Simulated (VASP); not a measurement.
# InSb3 (R-3m) in VASP: a series of runs

InSb3 is run at these levels: PBE; tasks: single point.

All numbers are computed with VASP 6.6.1; they aren't measurements. Logs are shortened: lines on timing, memory, paths and dates and some standing lists are left out, and cuts for length are marked.

## (1) The cell of the first run

It takes space group R-3m (No. 166, trigonal). Conventional cell: a = 6.660 Å, b = 6.660 Å, c = 8.449 Å, α = 90.00°, β = 90.00°, γ = 120.00°. In (site symmetry -3m) has 12 Sb at 3.33 to 3.41 Å within 4.4 Å. Within 4.4 Å of Sb (site symmetry 2/m) lie 8 Sb at 3.33 to 3.41 Å and 4 In at 3.33 to 3.41 Å.

## (2) Single point, PBE

INCAR

```
PREC = Accurate
ENCUT = 520
EDIFF = 1E-7
ISMEAR = 0
SIGMA = 0.15
LREAL = False
LASPH = True
NELM = 80
ALGO = Normal
ISIF = 2
LWAVE = False
LCHARG = False
GGA = PE
NBANDS = 22
```

KPOINTS

```
Automatic mesh
0
Gamma
  8 8 8
```

POSCAR

```
InSb3
1.0
    4.7657240740      0.0560815005      0.0560815005
    0.0560815005      4.7657240740      0.0560815005
    0.0560815005      0.0560815005      4.7657240740
In Sb
1 3
Direct
    0.0000000000      0.0000000000      0.0000000000
    0.5000000000      0.0000000000      0.5000000000
    0.0000000000      0.5000000000      0.5000000000
    0.5000000000      0.5000000000      0.0000000000
```

Potentials or basis: VASP PAW PBE potentials, release 64 (In_d, Sb).

Run with:

```bash
cat potpaw_PBE.64/In_d/POTCAR potpaw_PBE.64/Sb/POTCAR > POTCAR
mpirun -np 1 vasp_std > vasp.out
```

OUTCAR:

```text
PREC = Accurate
   ENCUT = 520
   EDIFF = 1E-7
   ISMEAR = 0
   LREAL = False
   LASPH = True
   NELM = 80
   ISIF = 2
   GGA = PE

 ion  position               nearest neighbor table
   1  0.000  0.000  0.000-   2 3.33   3 3.33   3 3.33   4 3.33   2 3.33   4 3.33   2 3.41   3 3.41
                             3 3.41   4 3.41   2 3.41   4 3.41
   2  0.500  0.000  0.500-   1 3.33   4 3.33   3 3.33   4 3.33   1 3.33   3 3.33   1 3.41   4 3.41
                             3 3.41   4 3.41   1 3.41   3 3.41
   3  0.000  0.500  0.500-   1 3.33   4 3.33   1 3.33   2 3.33   2 3.33   4 3.33   1 3.41   1 3.41
                             2 3.41   4 3.41   4 3.41   2 3.41
   4  0.500  0.500  0.000-   2 3.33   3 3.33   1 3.33   2 3.33   1 3.33   3 3.33   1 3.41   2 3.41
                             2 3.41   3 3.41   3 3.41   1 3.41

  LATTYP: Found a trigonal (rhomboedric) cell.
 ALAT       =     4.7663839773
 COS(alpha) =     0.0236672770

  Lattice vectors:

 A1 = (   4.7657240740,   0.0560815005,   0.0560815005)
 A2 = (   0.0560815005,   4.7657240740,   0.0560815005)
 A3 = (   0.0560815005,   0.0560815005,   4.7657240740)

Analysis of symmetry for initial positions (statically):
=====================================================================
 Subroutine PRICEL returns:
 Original cell was already a primitive cell.

 Routine SETGRP: Setting up the symmetry group for a
 trigonal (rhombohedral) supercell.

 Subroutine GETGRP returns: Found 12 space group operations
 (whereof 12 operations were pure point group operations)
 out of a pool of 12 trial point group operations.

The static configuration has the point symmetry D_3d.

Analysis of symmetry for dynamics (positions and initial velocities):
=====================================================================
 Subroutine PRICEL returns:
 Original cell was already a primitive cell.

 Routine SETGRP: Setting up the symmetry group for a
 trigonal (rhombohedral) supercell.

 Subroutine GETGRP returns: Found 12 space group operations
 (whereof 12 operations were pure point group operations)
 out of a pool of 12 trial point group operations.

The dynamic configuration has the point symmetry D_3d.

 Subroutine INISYM returns: Found 12 space group operations
 (whereof 12 operations are pure point group operations),
 and found     1 'primitive' translations

----------------------------------------------------------------------------------------

                                     Primitive cell

  volume of cell :     108.1951

  direct lattice vectors                    reciprocal lattice vectors
     4.765724074  0.056081500  0.056081500     0.209889157 -0.002441181 -0.002441181
     0.056081500  4.765724074  0.056081500    -0.002441181  0.209889157 -0.002441181
     0.056081500  0.056081500  4.765724074    -0.002441181 -0.002441181  0.209889157

  length of vectors
     4.766383977  4.766383977  4.766383977     0.209917548  0.209917548  0.209917548

  position of ions in fractional coordinates (direct lattice)
     0.000000000  0.000000000  0.000000000
     0.500000000  0.000000000  0.500000000
     0.000000000  0.500000000  0.500000000
     0.500000000  0.500000000  0.000000000

  ion indices of the primitive-cell ions
   primitive index   ion index
                 1           1
                 2           2
                 3           3
                 4           4

----------------------------------------------------------------------------------------

 KPOINTS: Automatic mesh

Automatic generation of k-mesh.
 Grid dimensions read from file:
 generate k-points for:    8    8    8

 Generating k-lattice:

  Cartesian coordinates                     Fractional coordinates (reciprocal lattice)
     0.026236145 -0.000305148 -0.000305148     0.125000000  0.000000000  0.000000000
    -0.000305148  0.026236145 -0.000305148     0.000000000  0.125000000  0.000000000
    -0.000305148 -0.000305148  0.026236145     0.000000000  0.000000000  0.125000000

  Length of vectors
     0.026239694  0.026239694  0.026239694

  Shift w.r.t. Gamma in fractional coordinates (k-lattice)
     0.000000000  0.000000000  0.000000000

 Subroutine IBZKPT returns following result:
 ===========================================

 Found     65 irreducible k-points:

 Following reciprocal coordinates:
            Coordinates               Weight
  0.000000  0.000000  0.000000      1.000000
  0.125000 -0.000000 -0.000000      6.000000
  0.250000 -0.000000 -0.000000      6.000000
  0.375000 -0.000000 -0.000000      6.000000
  0.500000 -0.000000 -0.000000      3.000000
  0.125000  0.125000 -0.000000      6.000000
[... 16 lines left out ...]
  0.250000  0.125000  0.125000      6.000000
  0.375000  0.125000  0.125000      6.000000
 [... further k-points ...]
   k-points           NKPTS =     65   k-points in BZ     NKDIM =     65   number of bands    NBANDS=     22
   number of dos      NEDOS =    301   number of ions     NIONS =      4
   total plane-waves  NPLWV =  46656
   dimension x,y,z NGX =    36 NGY =   36 NGZ =   36
   dimension x,y,z NGXF=    72 NGYF=   72 NGZF=   72
   ions per type =               1   3
   NGX,Y,Z   is equivalent  to a cutoff of  12.56, 12.56, 12.56 a.u.
   NGXF,Y,Z  is equivalent  to a cutoff of  25.11, 25.11, 25.11 a.u.
 SYSTEM =  unknown system
   PREC   = accura    normal or accurate (medium, high low for compatibility)
   ISTART =      0    job   : 0-new  1-cont  2-samecut
   ICHARG =      2    charge: 1-file 2-atom 10-const
   ISPIN  =      1    spin polarized calculation?
   LNONCOLLINEAR =      F non collinear calculations
   LSORBIT =      F    spin-orbit coupling
   LASPH  =      T    aspherical Exc in radial PAW
   ENCUT  =  520.0 eV  38.22 Ry    6.18 a.u.   8.86  8.86  8.86*2*pi/ulx,y,z
   NELM   =     80;   NELMIN=  2; NELMDL= -5     # of ELM steps
   EDIFF  = 0.1E-06   stopping-criterion for ELM
   LREAL  =      F    real-space projection
   EDIFFG = 0.1E-05   stopping-criterion for IOM
   NSW    =      0    number of steps for IOM
   IBRION =     -1    ionic relax: 0-MD 1-quasi-New 2-CG
   NFREE  =      0    steps in history (QN), initial steepest desc. (CG)
   ISIF   =      2    stress and relaxation
   ISYM   =      2    0-nonsym 1-usesym 2-fastsym
   POTIM  = 0.5000    time-step for ionic-motion
   TEBEG  =    0.0;   TEEND  =   0.0 temperature during run
   PSTRESS=    0.0 pullay stress
   NELECT =      28.0000    total number of electrons
   NUPDOWN=      -1.0000    fix difference up-down
   EMIN   =  10.00;   EMAX   =-10.00  energy-range for DOS
   EFERMI =   0.00;   METHOD = LEGACY
   ISMEAR =     0;   SIGMA  =   0.15  broadening in eV -4-tet -1-fermi 0-gaus
   EFERMI_NEDOS =   21; number of points for ismear=-14 and -15
   IALGO  =     38    algorithm
   IMIX   =      4    mixing-type and parameters
     AMIX     =   0.40;   BMIX     =  1.00
     AMIX_MAG =   1.60;   BMIX_MAG =  1.00
  volume/ion in A,a.u.               =      27.05       182.53
  Fermi-wavevector in a.u.,A,eV,Ry     =   1.043258  1.971471 14.808401  1.088387
  Thomas-Fermi vector in A             =   2.177959
   LORBIT       =      0    0 simple, 1 ext, 2 COOP (PROOUT), +10 PAW based schemes
   GGA     = PE    functional components
   LHFCALC =     F    Hartree Fock is set to
   AEXX    =    0.0000 exact exchange contribution
   IVDW    =     0    specifies the selected vdW correction
   LEPSILON=     F    determine dielectric tensor
   LRPA    =     F    only Hartree local field effects (RPA)
 non-spin polarized calculation
 Gauss-broadening in eV      SIGMA  =   0.15
  energy-cutoff  :      520.00
  volume of cell :      108.20
 maximum number of plane-waves:      2944
   NGX = 17   NGY = 17   NGZ = 17

 number of electron      28.0000018 magnetization

 Free energy of the ion-electron system (eV)
  ---------------------------------------------------
  ext. energy  EPLUGINS =         0.00000000
  ---------------------------------------------------
  free energy    TOTEN  =       -14.22917249 eV

  energy without entropy =      -14.20897717  energy(sigma->0) =      -14.21907483

 E-fermi :   8.1300     XC(G=0): -10.1761

 val. band max:        8.0652967716   @ k =   0.5000   0.2500   0.1250
 cond. band min:       8.1311013378   @ k =   0.1250  -0.0000  -0.0000
 fundamental gap:      0.0658045662
 Fermi energy:         8.1299736703

 k-point     1 :       0.0000    0.0000    0.0000
  band No.  band energies     occupation
      1      -6.4009      2.00000
      2      -6.4009      2.00000
      3      -6.3853      2.00000
      4      -6.3812      2.00000
      5      -6.3812      2.00000
      6      -4.2013      2.00000
[... 14 lines left out ...]
     21      12.9456      0.00000
     22      13.4601      0.00000

 k-point     2 :       0.1250   -0.0000   -0.0000
  band No.  band energies     occupation
      1      -6.4000      2.00000
      2      -6.3984      2.00000
      3      -6.3867      2.00000
      4      -6.3830      2.00000
      5      -6.3815      2.00000
      6      -4.1037      2.00000
[... 14 lines left out ...]
     21      13.4771      0.00000
     22      13.6082      0.00000

 k-point     3 :       0.2500   -0.0000   -0.0000
  band No.  band energies     occupation
      1      -6.3979      2.00000
      2      -6.3931      2.00000
      3      -6.3902      2.00000
      4      -6.3872      2.00000
      5      -6.3816      2.00000
      6      -3.8150      2.00000
[... 14 lines left out ...]
     21      13.6139      0.00000
     22      13.8263      0.00000
[... 476 lines left out ...]
 k-point    23 :       0.2500    0.1250    0.1250
  band No.  band energies     occupation
      1      -6.3959      2.00000
      2      -6.3956      2.00000
      3      -6.3911      2.00000
      4      -6.3878      2.00000
      5      -6.3835      2.00000
      6      -3.6454      2.00000
[... 14 lines left out ...]
     21      14.0486      0.00000
     22      14.3464      0.00000

 k-point    24 :       0.3750    0.1250    0.1250
  band No.  band energies     occupation
      1      -6.4004      2.00000
      2      -6.3971      2.00000
      3      -6.3894      2.00000
      4      -6.3883      2.00000
      5      -6.3803      2.00000
      6      -3.2011      2.00000
[... 14 lines left out ...]
     21      13.2788      0.00000
     22      14.4923      0.00000

 [... further k-points ...]
[... 5 lines left out ...]
  --------------------------------------------------------------------------------------
  -------------------------------------------------------------------------------------
  Total        1.1184527      1.1184527      1.1184527     -0.3462859     -0.3462859     -0.3462859
  in kB       16.5622969     16.5622969     16.5622969     -5.1278782     -5.1278782     -5.1278782
  external PRESSURE =      16.5622969 kB  Pullay stress =       0.0000000 kB

 VOLUME and BASIS-vectors are now :
 -----------------------------------------------------------------------------
  energy-cutoff  :      520.00
  volume of cell :      108.20
      direct lattice vectors                 reciprocal lattice vectors
     4.765724074  0.056081500  0.056081500     0.209889157 -0.002441181 -0.002441181
     0.056081500  4.765724074  0.056081500    -0.002441181  0.209889157 -0.002441181
     0.056081500  0.056081500  4.765724074    -0.002441181 -0.002441181  0.209889157

 POSITION                                       TOTAL-FORCE (eV/Angst)
 -----------------------------------------------------------------------------------
      0.00000      0.00000      0.00000         0.000000     -0.000000     -0.000000
      2.41090      0.05608      2.41090         0.000000      0.000000      0.000000
      0.05608      2.41090      2.41090         0.000000     -0.000000     -0.000000
      2.41090      2.41090      0.05608        -0.000000      0.000000     -0.000000
 -----------------------------------------------------------------------------------
    total drift:                                0.000000     -0.000000     -0.000000

  FREE ENERGIE OF THE ION-ELECTRON SYSTEM (eV)
  ---------------------------------------------------
  free  energy   TOTEN  =       -14.2291724873 eV

  energy  without entropy=      -14.2089771656  energy(sigma->0) =      -14.21907483
```

Run time: 2.9 min. Hardware: 1 thread of Intel Xeon 8259CL, shared host; peak memory 0.3 GiB.

Results:

* Free energy: -14.2292 eV
* Pressure: 1.7 GPa
* Band gap on the k mesh: zero (bands 14 and 15 overlap by 4.50 eV)

Caveat: spin-orbit coupling is left out, which moves the levels of the heavy elements.

(Part 1 of 2 ends here.)

The gap in the log of VASP goes by the Fermi energy; the results here count the filled bands.